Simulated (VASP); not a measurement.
# Li (C2/m) in VASP: a series of runs, part 2 of 3

VASP 6.6.1. The steps go on from the part before.

**3. Single point, PBE (18.38 Å³/atom)**

This run uses another cell than the first one, of 18.38 Å³/atom.

Contents of INCAR:

```
  ALGO = Fast
  EDIFF = 1E-6
  ENCUT = 520
  GGA = PE
  ISIF = 2
  ISMEAR = 0
  LASPH = T
  LCHARG = T
  LELF = T
  LREAL = F
  LVHAR = T
  LWAVE = F
  NBANDS = 8
  NELM = 60
  PREC = Accurate
  SIGMA = 0.1
```

Contents of KPOINTS:

```
k-points
0
Gamma
  22 22 22
```

Contents of POSCAR:

```
Li
1.0
    2.5670384879     -1.4821309116     -0.0628097099
    2.5670384879      1.4821309116     -0.0628097099
   -1.6457610969      0.0000000000      2.4553421931
Li
1
Direct
    0.0000000000      0.0000000000      0.5000000000
```

Potentials or basis: VASP PAW PBE potentials, release 64 (Li_sv).

Started as:

```console
> cat potpaw_PBE.64/Li_sv/POTCAR > POTCAR
> mpirun -np 1 vasp_std > vasp.out
```

OUTCAR:

```text
EDIFF = 1E-6
   ENCUT = 520
   GGA = PE
   ISIF = 2
   ISMEAR = 0
   LASPH = T
   LREAL = F
   NELM = 60
   PREC = Accurate

 ion  position               nearest neighbor table
   1  0.000  0.000  0.500-

  Warning from LATTYP: Got some problem with cell dimensions!
  Tried to take original basis but could not verify dimensions!
  LATTYP: Found a base centered monoclinic cell.
 ALAT       =     5.1275583719
 B/A-ratio  =     0.5781039645
 C/A-ratio  =     0.5764695766
 COS(beta)  =    -0.5751059369

  Lattice vectors:

 A1 = (  -0.9212773910,   1.4821309116,  -2.3925324832)
 A2 = (  -0.9212773910,  -1.4821309116,  -2.3925324832)
 A3 = (  -1.6457610969,   0.0000000000,   2.4553421931)

Analysis of symmetry for initial positions (statically):
=====================================================================
 Subroutine PRICEL returns:
 Original cell was already a primitive cell.

 Routine SETGRP: Setting up the symmetry group for a
 base centered monoclinic supercell.

 Subroutine GETGRP returns: Found  4 space group operations
 (whereof  4 operations were pure point group operations)
 out of a pool of  4 trial point group operations.

The static configuration has the point symmetry C_2h.

Analysis of symmetry for dynamics (positions and initial velocities):
=====================================================================
 Subroutine PRICEL returns:
 Original cell was already a primitive cell.

 Routine SETGRP: Setting up the symmetry group for a
 base centered monoclinic supercell.

 Subroutine GETGRP returns: Found  4 space group operations
 (whereof  4 operations were pure point group operations)
 out of a pool of  4 trial point group operations.

The dynamic configuration has the point symmetry C_2h.

 Subroutine INISYM returns: Found  4 space group operations
 (whereof  4 operations are pure point group operations),
 and found     1 'primitive' translations

----------------------------------------------------------------------------------------

                                     Primitive cell

  volume of cell :      18.3772

  direct lattice vectors                    reciprocal lattice vectors
     2.567038488 -1.482130912 -0.062809710     0.198024622 -0.337352117  0.132731486
     2.567038488  1.482130912 -0.062809710     0.198024622  0.337352117  0.132731486
    -1.645761097  0.000000000  2.455342193     0.010131271  0.000000000  0.414065972

  length of vectors
     2.964851379  2.964851379  2.955881404     0.413083344  0.413083344  0.414189898

  position of ions in fractional coordinates (direct lattice)
     1.000000000  1.000000000  0.500000000

  ion indices of the primitive-cell ions
   primitive index   ion index
                 1           1

----------------------------------------------------------------------------------------

 KPOINTS: k-points

Automatic generation of k-mesh.
 Grid dimensions read from file:
 generate k-points for:   22   22   22

 Generating k-lattice:

  Cartesian coordinates                     Fractional coordinates (reciprocal lattice)
     0.009001119 -0.015334187  0.006033249     0.045454545  0.000000000 -0.000000000
     0.009001119  0.015334187  0.006033249     0.000000000  0.045454545 -0.000000000
     0.000460512  0.000000000  0.018821181     0.000000000  0.000000000  0.045454545

  Length of vectors
     0.018776516  0.018776516  0.018826814

  Shift w.r.t. Gamma in fractional coordinates (k-lattice)
     0.000000000  0.000000000  0.000000000

 Subroutine IBZKPT returns following result:
 ===========================================

 Found   2796 irreducible k-points:

 Following reciprocal coordinates:
            Coordinates               Weight
  0.000000  0.000000  0.000000      1.000000
  0.045455 -0.000000  0.000000      4.000000
  0.090909 -0.000000  0.000000      4.000000
  0.136364  0.000000  0.000000      4.000000
  0.181818  0.000000  0.000000      4.000000
  0.227273 -0.000000  0.000000      4.000000
[... 16 lines left out ...]
  0.500000  0.045455  0.000000      4.000000
 -0.454545  0.045455  0.000000      4.000000
 [... further k-points ...]
   k-points           NKPTS =   2796   k-points in BZ     NKDIM =   2796   number of bands    NBANDS=      8
   number of dos      NEDOS =    301   number of ions     NIONS =      1
   total plane-waves  NPLWV =  13824
   dimension x,y,z NGX =    24 NGY =   24 NGZ =   24
   dimension x,y,z NGXF=    48 NGYF=   48 NGZF=   48
   ions per type =               1
   NGX,Y,Z   is equivalent  to a cutoff of  13.46, 13.46, 13.50 a.u.
   NGXF,Y,Z  is equivalent  to a cutoff of  26.91, 26.91, 27.00 a.u.
 SYSTEM =  unknown system
   PREC   = accura    normal or accurate (medium, high low for compatibility)
   ISTART =      0    job   : 0-new  1-cont  2-samecut
   ICHARG =      2    charge: 1-file 2-atom 10-const
   ISPIN  =      1    spin polarized calculation?
   LNONCOLLINEAR =      F non collinear calculations
   LSORBIT =      F    spin-orbit coupling
   LASPH  =      T    aspherical Exc in radial PAW
   ENCUT  =  520.0 eV  38.22 Ry    6.18 a.u.   5.51  5.51  5.50*2*pi/ulx,y,z
   NELM   =     60;   NELMIN=  2; NELMDL= -5     # of ELM steps
   EDIFF  = 0.1E-05   stopping-criterion for ELM
   LREAL  =      F    real-space projection
   EDIFFG = 0.1E-04   stopping-criterion for IOM
   NSW    =      0    number of steps for IOM
   IBRION =     -1    ionic relax: 0-MD 1-quasi-New 2-CG
   NFREE  =      0    steps in history (QN), initial steepest desc. (CG)
   ISIF   =      2    stress and relaxation
   ISYM   =      2    0-nonsym 1-usesym 2-fastsym
   POTIM  = 0.5000    time-step for ionic-motion
   TEBEG  =    0.0;   TEEND  =   0.0 temperature during run
   PSTRESS=    0.0 pullay stress
   NELECT =       3.0000    total number of electrons
   NUPDOWN=      -1.0000    fix difference up-down
   EMIN   =  10.00;   EMAX   =-10.00  energy-range for DOS
   EFERMI =   0.00;   METHOD = LEGACY
   ISMEAR =     0;   SIGMA  =   0.10  broadening in eV -4-tet -1-fermi 0-gaus
   EFERMI_NEDOS =   21; number of points for ismear=-14 and -15
   IALGO  =     68    algorithm
   IMIX   =      4    mixing-type and parameters
     AMIX     =   0.40;   BMIX     =  1.00
     AMIX_MAG =   1.60;   BMIX_MAG =  1.00
  volume/ion in A,a.u.               =      18.38       124.02
  Fermi-wavevector in a.u.,A,eV,Ry     =   0.894723  1.690782 10.891871  0.800530
  Thomas-Fermi vector in A             =   2.016965
   LORBIT       =      0    0 simple, 1 ext, 2 COOP (PROOUT), +10 PAW based schemes
   GGA     = PE    functional components
   LHFCALC =     F    Hartree Fock is set to
   AEXX    =    0.0000 exact exchange contribution
   IVDW    =     0    specifies the selected vdW correction
   LEPSILON=     F    determine dielectric tensor
   LRPA    =     F    only Hartree local field effects (RPA)
 non-spin polarized calculation
 RMM-DIIS sequential band-by-band and
 Gauss-broadening in eV      SIGMA  =   0.10
  energy-cutoff  :      520.00
  volume of cell :       18.38
 maximum number of plane-waves:       531
 NGX is ok and might be reduce to    24
   NGX = 11   NGY = 11   NGZ = 11

 number of electron       3.0000003 magnetization

 Free energy of the ion-electron system (eV)
  ---------------------------------------------------
  ext. energy  EPLUGINS =         0.00000000
  ---------------------------------------------------
  free energy    TOTEN  =        -1.89875597 eV

  energy without entropy =       -1.89645729  energy(sigma->0) =       -1.89760663

 E-fermi :   0.9267     XC(G=0):  -7.2876

 val. band max:        0.9255692961   @ k =  -0.0909   0.4091   0.0909
 cond. band min:       0.9296237826   @ k =  -0.2727   0.4545   0.2727
 fundamental gap:      0.0040544865
 Fermi energy:         0.9266639415

 k-point     1 :       0.0000    0.0000    0.0000
  band No.  band energies     occupation
      1     -45.4597      2.00000
      2      -2.7735      2.00000
      3      16.2568      0.00000
      4      16.2831      0.00000
      5      16.3325      0.00000
      6      20.2829      0.00000
      7      20.3110      0.00000
      8      20.3888      0.00000
[... 243 lines left out ...]
 k-point    24 :      -0.4545    0.0455    0.0000
  band No.  band energies     occupation
      1     -45.4329      2.00000
      2       0.7898      1.94706
      3       4.3117      0.00000
      4      14.0537      0.00000
      5      14.4075      0.00000
      6      17.7390      0.00000
      7      18.8187      0.00000
      8      20.5150      0.00000

 [... further k-points ...]

------------------------ aborting loop because EDIFF is reached ----------------------------------------

  FORCE on cell =-STRESS in cart. coord.  units (eV):
  Direction    XX          YY          ZZ          XY          YZ          ZX
  --------------------------------------------------------------------------------------
  -------------------------------------------------------------------------------------
  Total        0.1686903      0.1666687      0.1745025      0.0000000      0.0000000     -0.0017565
  in kB       14.7069088     14.5306520     15.2136318      0.0000000      0.0000000     -0.1531408
  external PRESSURE =      14.8170642 kB  Pullay stress =       0.0000000 kB

 VOLUME and BASIS-vectors are now :
 -----------------------------------------------------------------------------
  energy-cutoff  :      520.00
  volume of cell :       18.38
      direct lattice vectors                 reciprocal lattice vectors
     2.567038488 -1.482130912 -0.062809710     0.198024622 -0.337352117  0.132731486
     2.567038488  1.482130912 -0.062809710     0.198024622  0.337352117  0.132731486
    -1.645761097  0.000000000  2.455342193     0.010131271  0.000000000  0.414065972

 POSITION                                       TOTAL-FORCE (eV/Angst)
 -----------------------------------------------------------------------------------
     -0.82288      0.00000      1.22767         0.000000      0.000000      0.000000
 -----------------------------------------------------------------------------------
    total drift:                               -0.000000     -0.000000      0.000000

  FREE ENERGIE OF THE ION-ELECTRON SYSTEM (eV)
  ---------------------------------------------------
  free  energy   TOTEN  =        -1.8987559687 eV

  energy  without entropy=       -1.8964572921  energy(sigma->0) =       -1.89760663
```

OSZICAR:

```text
N       E                     dE             d eps       ncg     rms          rms(c)
DAV:   1     0.319715273927E+01    0.31972E+01   -0.15808E+03 45056   0.280E+02
DAV:   2    -0.174696422238E+01   -0.49441E+01   -0.47595E+01 64568   0.287E+01
DAV:   3    -0.189195139278E+01   -0.14499E+00   -0.14469E+00 47808   0.774E+00
DAV:   4    -0.190003621072E+01   -0.80848E-02   -0.80783E-02 71632   0.832E-01
DAV:   5    -0.190004982120E+01   -0.13610E-04   -0.13610E-04 50208   0.345E-02    0.187E-01
RMM:   6    -0.189911741518E+01    0.93241E-03   -0.16399E-04 66893   0.647E-02    0.116E-01
RMM:   7    -0.189873385483E+01    0.38356E-03   -0.93743E-04 73427   0.142E-01    0.252E-02
RMM:   8    -0.189874715514E+01   -0.13300E-04   -0.84197E-05 73747   0.487E-02    0.487E-03
RMM:   9    -0.189875340713E+01   -0.62520E-05   -0.37430E-05 74433   0.310E-02    0.504E-03
RMM:  10    -0.189875658118E+01   -0.31740E-05   -0.14640E-05 72197   0.203E-02    0.139E-02
RMM:  11    -0.189875596871E+01    0.61246E-06   -0.40573E-06 62757   0.109E-02
   1 F= -.18987560E+01 E0= -.18976066E+01  d E =-.229868E-02
```

stdout:

```text
POSCAR found type information on POSCAR Li
 POSCAR found :  1 types and       1 ions
 scaLAPACK will be used
 LDA part: xc-table for (Slater+PW92), standard interpolation
 POSCAR, INCAR and KPOINTS ok, starting setup
 FFT: planning ... GRIDC
 FFT: planning ... GRID_SOFT
 FFT: planning ... GRID
 WAVECAR not read
 entering main loop
WARNING in EDDRMM: call to ZHEGV failed, returncode =   8  4      8
WARNING in EDDRMM: call to ZHEGV failed, returncode =   8  4      5
WARNING in EDDRMM: call to ZHEGV failed, returncode =   6  3      6
WARNING in EDDRMM: call to ZHEGV failed, returncode =   6  3      2
WARNING in EDDRMM: call to ZHEGV failed, returncode =   8  4      8
WARNING in EDDRMM: call to ZHEGV failed, returncode =   6  3      2
WARNING in EDDRMM: call to ZHEGV failed, returncode =   6  3      2
WARNING in EDDRMM: call to ZHEGV failed, returncode =   6  3      8
WARNING in EDDRMM: call to ZHEGV failed, returncode =   8  4      5
WARNING in EDDRMM: call to ZHEGV failed, returncode =   8  4      6
WARNING in EDDRMM: call to ZHEGV failed, returncode =   6  3      5
WARNING in EDDRMM: call to ZHEGV failed, returncode =   6  3      2
WARNING in EDDRMM: call to ZHEGV failed, returncode =   6  3      6
WARNING in EDDRMM: call to ZHEGV failed, returncode =   8  4      4
WARNING in EDDRMM: call to ZHEGV failed, returncode =   6  3      5
WARNING in EDDRMM: call to ZHEGV failed, returncode =   6  3      3
WARNING in EDDRMM: call to ZHEGV failed, returncode =   8  4      5
WARNING in EDDRMM: call to ZHEGV failed, returncode =   6  3      6
WARNING in EDDRMM: call to ZHEGV failed, returncode =   6  3      4
WARNING in EDDRMM: call to ZHEGV failed, returncode =   8  4      4
```

Wall time 2.3 min (1 thread of Intel Xeon 6975P-C (Granite Rapids), shared host); peak memory 0.42 GiB.

What came out:

| Property | Result |
| --- | --- |
| Free energy | -1.8988 eV |
| Band gap on the k mesh | zero (an odd number of electrons rules out a gap without spin polarisation) |

Levels at points of the mesh, in eV from the Fermi level:
```
           k point  band 1  band 2  band 3  band 4  band 5  band 6  band 7
(0.00, 0.00, 0.00)  -46.39   -3.70   15.33   15.36   15.41   19.36   19.38
(0.50, 0.00, 0.00)  -46.36   -0.08    3.23   13.50   13.56   17.60   17.69
(0.50, 0.50, 0.00)  -46.35    1.57    5.04    8.97    9.05   11.29   16.72
(0.00, 0.00, 0.50)  -46.36   -0.06    3.27   13.47   13.50   17.58   17.60
(0.50, 0.00, 0.50)  -46.35    1.60    5.07    8.96    9.00   11.26   16.69
(0.50, 0.50, 0.50)  -46.36   -0.08    3.25   13.50   13.52   17.62   17.62
```

Caveat: the cutoff is under 1.25 times the usual one of these potentials, so pressure, stress and relaxed cells hold a basis-set (Pulay) error.

(Continued in part 3 of 3.)
